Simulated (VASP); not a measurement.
Wanted: the native input for a VASP 6.6.1 run.

* Task: single point
* Functional: r2SCAN
* Potentials or basis: VASP PAW PBE potentials, release 64 (Y_sv, B)
* Cutoff: 520 eV
* k mesh: 10 × 10 × 10
* Occupations: gaussian, width 0.1 eV
* Spin: no spin polarisation
* Dipole correction: no
* Further INCAR settings: ALGO = Normal; EDIFF = 1e-06; NBANDS = 24

The system is YB6.

```
Y B
1.0
     4.16935    0.00000    0.00000
     0.00000    4.16935    0.00000
     0.00000    0.00000    4.16935
Y B
1 6
Cartesian
  0.0000 0.0000 0.0000
  0.8328 2.0847 2.0847
  2.0847 0.8328 2.0847
  3.3366 2.0847 2.0847
  2.0847 3.3366 2.0847
  2.0847 2.0847 0.8328
  2.0847 2.0847 3.3366
```

This cell differs from its parent crystal: volume scaled by 1.06, then relaxed in part.

One way to write it, as run:

POSCAR

```
YB6
1.0
    4.1693460956      0.0000000000      0.0000000000
    0.0000000000      4.1693460956      0.0000000000
    0.0000000000      0.0000000000      4.1693460956
Y B
1 6
Direct
    0.0000000000      0.0000000000      0.0000000000
    0.1997400995      0.5000000000      0.5000000000
    0.5000000000      0.1997400995      0.5000000000
    0.8002599005      0.5000000000      0.5000000000
    0.5000000000      0.8002599005      0.5000000000
    0.5000000000      0.5000000000      0.1997400995
    0.5000000000      0.5000000000      0.8002599005
```

INCAR.step1

```
SYSTEM = YB6
PREC = Accurate
ENCUT = 520
ISMEAR = 0
SIGMA = 0.1
LREAL = .False.
LASPH = .True.
NELM = 60
NBANDS = 24
GGA = PE
ALGO = Normal
EDIFF = 1E-4
LWAVE = .True.
LCHARG = .False.
```

INCAR.step2

```
SYSTEM = YB6
PREC = Accurate
ENCUT = 520
EDIFF = 1E-6
ISMEAR = 0
SIGMA = 0.1
LREAL = .False.
LASPH = .True.
NELM = 60
ALGO = Normal
ISIF = 2
LWAVE = .False.
LCHARG = .False.
METAGGA = R2SCAN
LMIXTAU = .True.
NBANDS = 24
ISTART = 1
```

KPOINTS

```
regular mesh
0
Gamma
  10 10 10
  0 0 0
```

Potentials or basis: VASP PAW PBE potentials, release 64 (Y_sv, B).

Launch:

```bash
$ cat potpaw_PBE.64/Y_sv/POTCAR potpaw_PBE.64/B/POTCAR > POTCAR
$ cp INCAR.step1 INCAR
$ mpirun -np 1 vasp_std > vasp.out
$ cp INCAR.step2 INCAR
$ mpirun -np 1 vasp_std > vasp.out
```

It gave:

```json
{
  "Pressure": "-9.3 GPa",
  "Largest force": "0.020 eV/Å"
}
```

Caveat: the PAW data sets were made with another functional, which shifts forces and pressure a little.

It took 93 s on 1 thread of Intel(R) Xeon(R) 6975P-C (Granite Rapids), with other jobs on the host, peak memory 0.25 GiB.
